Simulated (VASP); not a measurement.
# BaTiO3 (R3m) in VASP: single point with r2SCAN+U

Aim: the single point of BaTiO3 with r2SCAN+U.

All numbers are computed with VASP 6.6.1; they aren't measurements. Logs are shortened: lines on timing, memory, paths and dates and some standing lists are left out, and cuts for length are marked.

## (1) The cell of the first run

Symmetry: R3m, No. 160, trigonal system. Conventional cell: a = 5.715 Å, b = 5.715 Å, c = 7.029 Å, α = 90.00°, β = 90.00°, γ = 120.00°. Ba (site symmetry 3m) has 12 O at 2.82 to 2.92 Å and 8 Ti at 3.41 to 3.62 Å within 3.7 Å. Ti (site symmetry 3m) has 6 O at 1.89 to 2.16 Å within 2.5 Å. Within 2.5 Å of O (site symmetry m) lie 2 Ti at 1.89 to 2.16 Å. O (site symmetry m) has 2 Ti at 1.89 to 2.16 Å within 2.5 Å.

## (2) Single point, r2SCAN+U

POSCAR reads:

```
BaTiO3
1.0
    8.0937553300      0.0000000000      0.0000000000
    0.0115114000      4.0468574500      0.0000000000
    0.0115114000      0.0114810800      4.0468473500
Ba Ti O
2 2 6
Direct
    0.0000000000      0.0000000000      0.0000000000
    0.5000000000      0.0000000000      0.0000000000
    0.2422500000      0.4845000000      0.4845000000
    0.7422500000      0.4845000000      0.4845000000
    0.2543000000      0.5086000000      0.0175000000
    0.7543000000      0.5086000000      0.0175000000
    0.0087500000      0.5086000000      0.5086000000
    0.5087500000      0.5086000000      0.5086000000
    0.2543000000      0.0175000000      0.5086000000
    0.7543000000      0.0175000000      0.5086000000
```

INCAR.step1 reads:

```
PREC = Accurate
ENCUT = 520
ISMEAR = -1
SIGMA = 0.1
LREAL = F
LASPH = T
NELM = 150
LMAXMIX = 4
LDAU = T
LDAUTYPE = 2
LDAUL = -1 2 -1
LDAUU = 0 1.54 0
LDAUJ = 0 0 0
NBANDS = 51
GGA = PE
ALGO = Normal
EDIFF = 1E-4
LWAVE = T
LCHARG = F
```

INCAR.step2 reads:

```
PREC = Accurate
ENCUT = 520
EDIFF = 1E-6
ISMEAR = -1
SIGMA = 0.1
LREAL = F
LASPH = T
NELM = 150
ALGO = Normal
ISIF = 2
LWAVE = F
LCHARG = F
LMAXMIX = 4
LDAU = T
LDAUTYPE = 2
LDAUL = -1 2 -1
LDAUU = 0 1.54 0
LDAUJ = 0 0 0
LDAUPRINT = 1
METAGGA = R2SCAN
LMIXTAU = T
NBANDS = 51
ISTART = 1
```

KPOINTS reads:

```
Automatic mesh
0
Gamma
  3 6 6
```

Potentials or basis: VASP PAW PBE potentials, release 64 (Ba_sv, Ti_sv, O).

On the command line:

```console
$ cat potpaw_PBE.64/Ba_sv/POTCAR potpaw_PBE.64/Ti_sv/POTCAR potpaw_PBE.64/O/POTCAR > POTCAR
$ cp INCAR.step1 INCAR
$ mpirun -np 1 vasp_std > vasp.out
$ cp INCAR.step2 INCAR
$ mpirun -np 1 vasp_std > vasp.out
```

OUTCAR:

```text
PREC = Accurate
   ENCUT = 520
   EDIFF = 1E-6
   ISMEAR = -1
   LREAL = F
   LASPH = T
   NELM = 150
   ISIF = 2
   METAGGA = R2SCAN
   ISTART = 1

 ion  position               nearest neighbor table
   1  0.000  0.000  0.000-   6 2.82   7 2.82  10 2.82   7 2.86   6 2.86   5 2.86   7 2.86   9 2.86
                            10 2.86   5 2.92   7 2.92   9 2.92   3 3.41   3 3.47   3 3.47   4 3.47
   2  0.500  0.000  0.000-   5 2.82   8 2.82   9 2.82   8 2.86   5 2.86   6 2.86   8 2.86  10 2.86
                             9 2.86   6 2.92   8 2.92  10 2.92   4 3.41   4 3.47   4 3.47   3 3.47
   3  0.242  0.484  0.484-   9 1.89   7 1.89   5 1.89   9 2.16   8 2.16   5 2.16   1 3.41   1 3.47
                             1 3.47   2 3.47   2 3.54   2 3.54   1 3.54   2 3.62
   4  0.742  0.484  0.484-  10 1.89   8 1.89   6 1.89  10 2.16   7 2.16   6 2.16   2 3.41   2 3.47
                             2 3.47   1 3.47   1 3.54   1 3.54   2 3.54   1 3.62
   5  0.254  0.509  0.017-   3 1.89   3 2.16   2 2.82   2 2.86   1 2.86   1 2.92
   6  0.754  0.509  0.017-   4 1.89   4 2.16   1 2.82   1 2.86   2 2.86   2 2.92
   7  0.009  0.509  0.509-   3 1.89   4 2.16   1 2.82   1 2.86   1 2.86   1 2.92
   8  0.509  0.509  0.509-   4 1.89   3 2.16   2 2.82   2 2.86   2 2.86   2 2.92
   9  0.254  0.017  0.509-   3 1.89   3 2.16   2 2.82   1 2.86   2 2.86   1 2.92
  10  0.754  0.017  0.509-   4 1.89   4 2.16   1 2.82   2 2.86   1 2.86   2 2.92

  LATTYP: Found a base centered monoclinic cell.
 ALAT       =     5.7312839005
 B/A-ratio  =     0.9971589359
 C/A-ratio  =     1.4122063172
 COS(beta)  =    -0.0040170406

  Lattice vectors:

 A1 = (  -0.0115114000,  -4.0468574500,   0.0000000000)
 A2 = (  -0.0115114000,  -0.0114810800,  -4.0468473500)
 A3 = (   8.0937553300,   0.0000000000,   0.0000000000)

Analysis of symmetry for initial positions (statically):
=====================================================================
 Subroutine PRICEL returns following result:

  LATTYP: Found a trigonal (rhomboedric) cell.
 ALAT       =     4.0468800083
 COS(alpha) =     0.0028445123

  Lattice vectors:

 A1 = (   4.0468776650,   0.0000000000,   0.0000000000)
 A2 = (   0.0115114000,   4.0468574500,   0.0000000000)
 A3 = (   0.0115114000,   0.0114810800,   4.0468473500)

   2 primitive cells build up your supercell.

 Routine SETGRP: Setting up the symmetry group for a
 base centered monoclinic supercell.

 Subroutine GETGRP returns: Found  2 space group operations
 (whereof  2 operations were pure point group operations)
 out of a pool of  4 trial point group operations.

The static configuration has the point symmetry C_1h.

Analysis of symmetry for dynamics (positions and initial velocities):
=====================================================================
 Subroutine PRICEL returns following result:

  LATTYP: Found a trigonal (rhomboedric) cell.
 ALAT       =     4.0468800083
 COS(alpha) =     0.0028445123

  Lattice vectors:

 A1 = (   4.0468776650,   0.0000000000,   0.0000000000)
 A2 = (   0.0115114000,   4.0468574500,   0.0000000000)
 A3 = (   0.0115114000,   0.0114810800,   4.0468473500)

   2 primitive cells build up your supercell.

 Routine SETGRP: Setting up the symmetry group for a
 base centered monoclinic supercell.

 Subroutine GETGRP returns: Found  2 space group operations
 (whereof  2 operations were pure point group operations)
[... 173 lines left out ...]

  0.1146 -0.0005  0.0064 -0.0005 -0.0004
 -0.0005  0.1146 -0.0029 -0.0006  0.0058
  0.0064 -0.0029  0.2432 -0.0029  0.0000
 -0.0005 -0.0006 -0.0029  0.1146 -0.0057
 -0.0004  0.0058  0.0000 -0.0057  0.2432

spin component  2

  0.1146 -0.0005  0.0064 -0.0005 -0.0004
 -0.0005  0.1146 -0.0029 -0.0006  0.0058
  0.0064 -0.0029  0.2432 -0.0029  0.0000
 -0.0005 -0.0006 -0.0029  0.1146 -0.0057
 -0.0004  0.0058  0.0000 -0.0057  0.2432

 occupancies and eigenvectors

  o =  0.1135  v = -0.5795 -0.5748  0.0029 -0.5777 -0.0017  0.0000  0.0000  0.0000  0.0000  0.0000      0.0000  0.0000  0.0000  0.0000  0.0000  0.0000  0.0000  0.0000  0.0000  0.0000
  o =  0.1135  v =  0.0000  0.0000  0.0000  0.0000  0.0000 -0.5795 -0.5748  0.0029 -0.5777 -0.0017      0.0000  0.0000  0.0000  0.0000  0.0000  0.0000  0.0000  0.0000  0.0000  0.0000
  o =  0.1146  v =  0.7367 -0.0694 -0.0535 -0.6701 -0.0247  0.0000  0.0000  0.0000  0.0000  0.0000      0.0000  0.0000  0.0000  0.0000  0.0000  0.0000  0.0000  0.0000  0.0000  0.0000
  o =  0.1146  v =  0.0000  0.0000  0.0000  0.0000  0.0000  0.7367 -0.0694 -0.0535 -0.6701 -0.0247      0.0000  0.0000  0.0000  0.0000  0.0000  0.0000  0.0000  0.0000  0.0000  0.0000
  o =  0.1146  v =  0.0000  0.0000  0.0000  0.0000  0.0000  0.3449 -0.8138 -0.0251  0.4634  0.0582      0.0000  0.0000  0.0000  0.0000  0.0000  0.0000  0.0000  0.0000  0.0000  0.0000
  o =  0.1146  v =  0.3449 -0.8138 -0.0251  0.4634  0.0582  0.0000  0.0000  0.0000  0.0000  0.0000      0.0000  0.0000  0.0000  0.0000  0.0000  0.0000  0.0000  0.0000  0.0000  0.0000
  o =  0.2437  v =  0.0118 -0.0481  0.1811  0.0398 -0.9814  0.0000  0.0000  0.0000  0.0000  0.0000      0.0000  0.0000  0.0000  0.0000  0.0000  0.0000  0.0000  0.0000  0.0000  0.0000
  o =  0.2437  v =  0.0000  0.0000  0.0000  0.0000  0.0000  0.0118 -0.0481  0.1811  0.0398 -0.9814      0.0000  0.0000  0.0000  0.0000  0.0000  0.0000  0.0000  0.0000  0.0000  0.0000
  o =  0.2437  v =  0.0000  0.0000  0.0000  0.0000  0.0000 -0.0485  0.0141 -0.9817  0.0303 -0.1812      0.0000  0.0000  0.0000  0.0000  0.0000  0.0000  0.0000  0.0000  0.0000  0.0000
  o =  0.2437  v = -0.0485  0.0141 -0.9817  0.0303 -0.1812  0.0000  0.0000  0.0000  0.0000  0.0000      0.0000  0.0000  0.0000  0.0000  0.0000  0.0000  0.0000  0.0000  0.0000  0.0000

atom =   4  type =  2  l = 2

 onsite density matrix

spin component  1

  0.1146 -0.0005  0.0064 -0.0005 -0.0004
 -0.0005  0.1146 -0.0029 -0.0006  0.0058
  0.0064 -0.0029  0.2432 -0.0029  0.0000
 -0.0005 -0.0006 -0.0029  0.1146 -0.0057
 -0.0004  0.0058  0.0000 -0.0057  0.2432

spin component  2

  0.1146 -0.0005  0.0064 -0.0005 -0.0004
 -0.0005  0.1146 -0.0029 -0.0006  0.0058
  0.0064 -0.0029  0.2432 -0.0029  0.0000
 -0.0005 -0.0006 -0.0029  0.1146 -0.0057
 -0.0004  0.0058  0.0000 -0.0057  0.2432

 occupancies and eigenvectors

  o =  0.1135  v = -0.5795 -0.5748  0.0029 -0.5777 -0.0017  0.0000  0.0000  0.0000  0.0000  0.0000      0.0000  0.0000  0.0000  0.0000  0.0000  0.0000  0.0000  0.0000  0.0000  0.0000
  o =  0.1135  v =  0.0000  0.0000  0.0000  0.0000  0.0000 -0.5795 -0.5748  0.0029 -0.5777 -0.0017      0.0000  0.0000  0.0000  0.0000  0.0000  0.0000  0.0000  0.0000  0.0000  0.0000
  o =  0.1146  v =  0.7367 -0.0694 -0.0535 -0.6701 -0.0247  0.0000  0.0000  0.0000  0.0000  0.0000      0.0000  0.0000  0.0000  0.0000  0.0000  0.0000  0.0000  0.0000  0.0000  0.0000
  o =  0.1146  v =  0.0000  0.0000  0.0000  0.0000  0.0000  0.7367 -0.0694 -0.0535 -0.6701 -0.0247      0.0000  0.0000  0.0000  0.0000  0.0000  0.0000  0.0000  0.0000  0.0000  0.0000
  o =  0.1146  v =  0.0000  0.0000  0.0000  0.0000  0.0000  0.3449 -0.8138 -0.0251  0.4634  0.0582      0.0000  0.0000  0.0000  0.0000  0.0000  0.0000  0.0000  0.0000  0.0000  0.0000
  o =  0.1146  v =  0.3449 -0.8138 -0.0251  0.4634  0.0582  0.0000  0.0000  0.0000  0.0000  0.0000      0.0000  0.0000  0.0000  0.0000  0.0000  0.0000  0.0000  0.0000  0.0000  0.0000
  o =  0.2437  v =  0.0118 -0.0481  0.1811  0.0398 -0.9814  0.0000  0.0000  0.0000  0.0000  0.0000      0.0000  0.0000  0.0000  0.0000  0.0000  0.0000  0.0000  0.0000  0.0000  0.0000
  o =  0.2437  v =  0.0000  0.0000  0.0000  0.0000  0.0000  0.0118 -0.0481  0.1811  0.0398 -0.9814      0.0000  0.0000  0.0000  0.0000  0.0000  0.0000  0.0000  0.0000  0.0000  0.0000
  o =  0.2437  v =  0.0000  0.0000  0.0000  0.0000  0.0000 -0.0485  0.0141 -0.9817  0.0303 -0.1812      0.0000  0.0000  0.0000  0.0000  0.0000  0.0000  0.0000  0.0000  0.0000  0.0000
  o =  0.2437  v = -0.0485  0.0141 -0.9817  0.0303 -0.1812  0.0000  0.0000  0.0000  0.0000  0.0000      0.0000  0.0000  0.0000  0.0000  0.0000  0.0000  0.0000  0.0000  0.0000  0.0000

 number of electron      80.0000021 magnetization

 Free energy of the ion-electron system (eV)
  ---------------------------------------------------
  ext. energy  EPLUGINS =         0.00000000
  ---------------------------------------------------
  free energy    TOTEN  =      -146.43659286 eV

  energy without entropy =     -146.43659229  energy(sigma->0) =     -146.43659257

 E-fermi :   4.7236     XC(G=0): -11.7164

 val. band max:        3.2735794902   @ k =   0.0000   0.5000   0.5000
 cond. band min:       6.1246840531   @ k =   0.0000   0.0000   0.0000
 fundamental gap:      2.8511045629
 Fermi energy:         4.7236124529

 k-point     1 :       0.0000    0.0000    0.0000
  band No.  band energies     occupation
      1     -55.7936      2.00000
      2     -55.7927      2.00000
      3     -31.0021      2.00000
      4     -30.9587      2.00000
      5     -30.9549      2.00000
      6     -30.9528      2.00000
[... 1285 lines left out ...]
     50       9.7260      0.00000
     51      10.1598      0.00000

 [... further k-points ...]

------------------------ aborting loop because EDIFF is reached ----------------------------------------

  FORCE on cell =-STRESS in cart. coord.  units (eV):
  Direction    XX          YY          ZZ          XY          YZ          ZX
  --------------------------------------------------------------------------------------
  -------------------------------------------------------------------------------------
  Total       -0.4451358     -0.4442912     -0.4442162     -0.0134681     -0.0134626     -0.0134232
  in kB       -5.3804458     -5.3702380     -5.3693311     -0.1627920     -0.1627252     -0.1622494
  external PRESSURE =      -5.3733383 kB  Pullay stress =       0.0000000 kB

 VOLUME and BASIS-vectors are now :
 -----------------------------------------------------------------------------
  energy-cutoff  :      520.00
  volume of cell :      132.55
      direct lattice vectors                 reciprocal lattice vectors
     8.093755330  0.000000000  0.000000000     0.123552042 -0.000351447 -0.000350451
     0.011511400  4.046857450  0.000000000     0.000000000  0.247105319 -0.000701048
     0.011511400  0.011481080  4.046847350     0.000000000  0.000000000  0.247105935

 POSITION                                       TOTAL-FORCE (eV/Angst)
 -----------------------------------------------------------------------------------
      0.00000      0.00000      0.00000        -0.079314     -0.079094     -0.078870
      4.04688      0.00000      0.00000        -0.079314     -0.079094     -0.078870
      1.97187      1.96627      1.96070         0.189107      0.188543      0.188010
      6.01874      1.96627      1.96070         0.189107      0.188543      0.188010
      2.06430      2.05843      0.07082        -0.001849     -0.001878     -0.106046
      6.11118      2.05843      0.07082        -0.001849     -0.001878     -0.106046
      0.08253      2.06407      2.05823        -0.106095     -0.001521     -0.001517
      4.12941      2.06407      2.05823        -0.106095     -0.001521     -0.001517
      2.06430      0.07666      2.05823        -0.001849     -0.106051     -0.001577
      6.11118      0.07666      2.05823        -0.001849     -0.106051     -0.001577
 -----------------------------------------------------------------------------------
    total drift:                               -0.007317     -0.007313     -0.007060

  FREE ENERGIE OF THE ION-ELECTRON SYSTEM (eV)
  ---------------------------------------------------
  free  energy   TOTEN  =      -146.4365928574 eV

  energy  without entropy=     -146.4365922865  energy(sigma->0) =     -146.43659257
```

Wall time 17 min (1 thread of Intel Xeon 8259CL, shared host); peak memory 0.37 GiB.

Results:

* Free energy: -146.4366 eV
* Pressure: -0.5 GPa
* Largest force: 0.327 eV/Å
* Band gap on the k mesh: 2.85 eV

Forces on the atoms (eV/Å):
```
Ba  -0.079 -0.079 -0.079
Ba  -0.079 -0.079 -0.079
Ti   0.189  0.189  0.188
Ti   0.189  0.189  0.188
O   -0.002 -0.002 -0.106
O   -0.002 -0.002 -0.106
O   -0.106 -0.002 -0.002
O   -0.106 -0.002 -0.002
O   -0.002 -0.106 -0.002
O   -0.002 -0.106 -0.002
```

Eigenvalues of the final occupation matrices:
```csv
site,spin,trace,eigenvalues
site 3 d,1,0.83,0.11 0.11 0.11 0.24 0.24
site 3 d,2,0.83,0.11 0.11 0.11 0.24 0.24
site 4 d,1,0.83,0.11 0.11 0.11 0.24 0.24
site 4 d,2,0.83,0.11 0.11 0.11 0.24 0.24
```

Caveat: the PAW data sets were made with another functional, which shifts forces and pressure a little; spin-orbit coupling is left out, which moves the levels of the heavy elements. A k mesh can miss the band edges.
